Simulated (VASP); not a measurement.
**Bi: single point with PBEsol**

The system is Bi.

```
CELL_PARAMETERS angstrom
2.55061 0.00000 0.00000
-1.27531 2.20890 0.00000
0.00000 0.00000 2.39881
ATOMIC_POSITIONS crystal
Bi 0.00000 0.00000 0.00000
```

* Program: VASP 6.6.1
* Task: single point
* Functional: PBEsol
* Potentials or basis: VASP PAW PBE potentials, release 64 (Bi_d)
* Cutoff: 520 eV
* k mesh: 17 × 17 × 16
* Occupations: fermi-dirac, width 0.08 eV
* Spin: no spin polarisation

The pressure is 360.9 GPa.

Levels at points of the mesh, in eV from the Fermi level:
| k point | band 5 | band 6 | band 7 | band 8 | band 9 | band 10 |
| --- | --- | --- | --- | --- | --- | --- |
| (0.00, 0.00, 0.00) | -24.94 | -24.75 | 3.58 | 5.30 | 8.36 | 8.36 |
| (0.00, 0.00, 0.50) | -26.12 | -15.87 | -14.36 | 8.16 | 9.93 | 12.09 |

Wall time 36 s on 1 thread of Intel(R) Xeon(R) Platinum 8259CL CPU @ 2.50GHz (Skylake/Cascade Lake), with other jobs on the host, peak memory 0.16 GiB.

Caveat: the PAW data sets were made with another functional, which shifts forces and pressure a little; spin-orbit coupling is left out, which moves the levels of the heavy elements.
